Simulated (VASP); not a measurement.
# RbBr (Pm-3m) in VASP: single point with PBE

Aim: the single point of RbBr with PBE.

Program: VASP 6.6.1. These are calculated values, not measurements. Logs are shortened: lines on timing, memory, paths and dates and some standing lists are left out, and cuts for length are marked.

### 1 The cell of the first run

It takes space group Pm-3m (No. 221, cubic). Conventional cell: a = 4.126 Å, b = 4.126 Å, c = 4.126 Å, α = 90.00°, β = 90.00°, γ = 90.00°. Rb (site symmetry m-3m) has 8 Br at 3.57 Å and 6 Rb at 4.13 Å within 4.7 Å. Br (site symmetry m-3m) has 8 Rb at 3.57 Å and 6 Br at 4.13 Å within 4.7 Å.

### 2 Single point, PBE

File INCAR:

```
PREC = Accurate ; ENCUT = 520
EDIFF = 1E-7 ; ISMEAR = 0
SIGMA = 0.05 ; LREAL = F
LASPH = T ; NELM = 100
ALGO = Normal ; ISIF = 2
LWAVE = F ; LCHARG = F
GGA = PE ; NBANDS = 15
```

File KPOINTS:

```
regular mesh
0
Gamma
  6 6 6
```

File POSCAR:

```
RbBr
1.0
    4.1260773000      0.0000000000      0.0000000000
    0.0000000000      4.1260773000      0.0000000000
    0.0000000000      0.0000000000      4.1260773000
Rb Br
1 1
Direct
    0.0000000000      0.0000000000      0.0000000000
    0.5000000000      0.5000000000      0.5000000000
```

Potentials or basis: VASP PAW PBE potentials, release 64 (Rb_sv, Br).

Launch:

```bash
> cat potpaw_PBE.64/Rb_sv/POTCAR potpaw_PBE.64/Br/POTCAR > POTCAR
> mpirun -np 1 vasp_std > vasp.out
```

OUTCAR:

```text
PREC = Accurate
   ENCUT = 520
   EDIFF = 1E-7
   ISMEAR = 0
   LREAL = F
   LASPH = T
   NELM = 100
   ISIF = 2
   GGA = PE

 ion  position               nearest neighbor table
   1  0.000  0.000  0.000-   2 3.57   2 3.57   2 3.57   2 3.57   2 3.57   2 3.57   2 3.57   2 3.57

   2  0.500  0.500  0.500-   1 3.57   1 3.57   1 3.57   1 3.57   1 3.57   1 3.57   1 3.57   1 3.57

  LATTYP: Found a simple cubic cell.
 ALAT       =     4.1260773000

  Lattice vectors:

 A1 = (   4.1260773000,   0.0000000000,   0.0000000000)
 A2 = (   0.0000000000,   4.1260773000,   0.0000000000)
 A3 = (   0.0000000000,   0.0000000000,   4.1260773000)

Analysis of symmetry for initial positions (statically):
=====================================================================
 Subroutine PRICEL returns:
 Original cell was already a primitive cell.

 Routine SETGRP: Setting up the symmetry group for a
 simple cubic supercell.

 Subroutine GETGRP returns: Found 48 space group operations
[... 9 lines left out ...]

 Routine SETGRP: Setting up the symmetry group for a
 simple cubic supercell.

 Subroutine GETGRP returns: Found 48 space group operations
[... 11 lines left out ...]
                                     Primitive cell

  volume of cell :      70.2445

  direct lattice vectors                    reciprocal lattice vectors
     4.126077300  0.000000000  0.000000000     0.242360947  0.000000000  0.000000000
     0.000000000  4.126077300  0.000000000     0.000000000  0.242360947  0.000000000
     0.000000000  0.000000000  4.126077300     0.000000000  0.000000000  0.242360947

  length of vectors
     4.126077300  4.126077300  4.126077300     0.242360947  0.242360947  0.242360947

  position of ions in fractional coordinates (direct lattice)
     0.000000000  0.000000000  0.000000000
     0.500000000  0.500000000  0.500000000

  ion indices of the primitive-cell ions
   primitive index   ion index
                 1           1
                 2           2

----------------------------------------------------------------------------------------

 KPOINTS: regular mesh

Automatic generation of k-mesh.
 Grid dimensions read from file:
 generate k-points for:    6    6    6

 Generating k-lattice:

  Cartesian coordinates                     Fractional coordinates (reciprocal lattice)
[... 59 lines left out ...]
   IBRION =     -1    ionic relax: 0-MD 1-quasi-New 2-CG
   NFREE  =      0    steps in history (QN), initial steepest desc. (CG)
   ISIF   =      2    stress and relaxation
   ISYM   =      2    0-nonsym 1-usesym 2-fastsym
   POTIM  = 0.5000    time-step for ionic-motion
   TEBEG  =    0.0;   TEEND  =   0.0 temperature during run
   PSTRESS=    0.0 pullay stress
   NELECT =      16.0000    total number of electrons
   NUPDOWN=      -1.0000    fix difference up-down
   EMIN   =  10.00;   EMAX   =-10.00  energy-range for DOS
   EFERMI =   0.00;   METHOD = LEGACY
   ISMEAR =     0;   SIGMA  =   0.05  broadening in eV -4-tet -1-fermi 0-gaus
   EFERMI_NEDOS =   21; number of points for ismear=-14 and -15
   IALGO  =     38    algorithm
   IMIX   =      4    mixing-type and parameters
     AMIX     =   0.40;   BMIX     =  1.00
     AMIX_MAG =   1.60;   BMIX_MAG =  1.00
  volume/ion in A,a.u.               =      35.12       237.02
  Fermi-wavevector in a.u.,A,eV,Ry     =   0.999795  1.889338 13.600238  0.999589
  Thomas-Fermi vector in A             =   2.132108
   LORBIT       =      0    0 simple, 1 ext, 2 COOP (PROOUT), +10 PAW based schemes
   GGA     = PE    functional components
   LHFCALC =     F    Hartree Fock is set to
   AEXX    =    0.0000 exact exchange contribution
   IVDW    =     0    specifies the selected vdW correction
   LEPSILON=     F    determine dielectric tensor
   LRPA    =     F    only Hartree local field effects (RPA)
 non-spin polarized calculation
 Gauss-broadening in eV      SIGMA  =   0.05
  energy-cutoff  :      520.00
  volume of cell :       70.24
 maximum number of plane-waves:      1924
 NGX is ok and might be reduce to    32
   NGX = 15   NGY = 15   NGZ = 15

 number of electron      16.0000002 magnetization

 Free energy of the ion-electron system (eV)
  ---------------------------------------------------
  ext. energy  EPLUGINS =         0.00000000
  ---------------------------------------------------
  free energy    TOTEN  =        -5.99575200 eV

  energy without entropy =       -5.99575200  energy(sigma->0) =       -5.99575200

 E-fermi :  -0.3682     XC(G=0):  -7.9287

 val. band max:       -0.6647355215   @ k =   0.5000   0.5000   0.0000
 cond. band min:       3.4164746312   @ k =   0.0000   0.0000   0.0000
 fundamental gap:      4.0812101527
 Fermi energy:        -0.3682300777

 k-point     1 :       0.0000    0.0000    0.0000
  band No.  band energies     occupation
      1     -25.7688      2.00000
      2     -13.2827      2.00000
      3      -9.7520      2.00000
      4      -9.7520      2.00000
      5      -9.7520      2.00000
      6      -0.8184      2.00000
      7      -0.8184      2.00000
      8      -0.8184      2.00000
      9       3.4165      0.00000
     10       4.9156      0.00000
     11       4.9156      0.00000
     12       9.2643      0.00000
     13       9.2643      0.00000
     14       9.2643      0.00000
[... 329 lines left out ...]
      2     -12.9869      2.00000
      3      -9.9762      2.00000
      4      -9.9762      2.00000
      5      -9.9762      2.00000
      6      -2.0006      2.00000
      7      -2.0006      2.00000
      8      -2.0006      2.00000
      9       7.5682      0.00000
     10       7.5682      0.00000
     11       7.5682      0.00000
     12       8.6949      0.00000
     13       8.6949      0.00000
     14       8.6949      0.00000
     15      11.4674      0.00000

------------------------ aborting loop because EDIFF is reached ----------------------------------------

  FORCE on cell =-STRESS in cart. coord.  units (eV):
  Direction    XX          YY          ZZ          XY          YZ          ZX
  --------------------------------------------------------------------------------------
  -------------------------------------------------------------------------------------
  Total        0.3669426      0.3669426      0.3669426     -0.0000000     -0.0000000      0.0000000
  in kB        8.3694436      8.3694436      8.3694436     -0.0000000     -0.0000000      0.0000000
  external PRESSURE =       8.3694436 kB  Pullay stress =       0.0000000 kB

 VOLUME and BASIS-vectors are now :
 -----------------------------------------------------------------------------
  energy-cutoff  :      520.00
  volume of cell :       70.24
      direct lattice vectors                 reciprocal lattice vectors
     4.126077300  0.000000000  0.000000000     0.242360947  0.000000000  0.000000000
     0.000000000  4.126077300  0.000000000     0.000000000  0.242360947  0.000000000
     0.000000000  0.000000000  4.126077300     0.000000000  0.000000000  0.242360947

 POSITION                                       TOTAL-FORCE (eV/Angst)
 -----------------------------------------------------------------------------------
      0.00000      0.00000      0.00000         0.000000      0.000000      0.000000
      2.06304      2.06304      2.06304         0.000000      0.000000      0.000000
 -----------------------------------------------------------------------------------
    total drift:                                0.000000      0.000000     -0.000000

  FREE ENERGIE OF THE ION-ELECTRON SYSTEM (eV)
  ---------------------------------------------------
  free  energy   TOTEN  =        -5.9957520050 eV

  energy  without entropy=       -5.9957520050  energy(sigma->0) =       -5.99575200
```

Run time: 11 s. Hardware: 1 thread of Intel Xeon Platinum 8259CL at 2.50GHz (Skylake/Cascade Lake), shared host; peak memory 0.18 GiB.

Results:

```yaml
Free_energy: -5.9958 eV
Pressure: 0.8 GPa
Band_gap_on_the_k_mesh: 4.08 eV, indirect (least direct gap 4.23 eV)
```

Levels at points of the mesh, in eV from the valence-band top:
```
           k point  band 6  band 7  band 8  band 9  band 10  band 11
(0.00, 0.00, 0.00)   -0.15   -0.15   -0.15    4.08     5.58     5.58
(0.50, 0.00, 0.00)   -1.72   -0.23   -0.23    6.89     7.10     7.64
(0.50, 0.50, 0.00)   -1.05   -1.05    0.00    5.31     6.22     7.97
(0.50, 0.50, 0.50)   -1.34   -1.34   -1.34    8.23     8.23     8.23
```
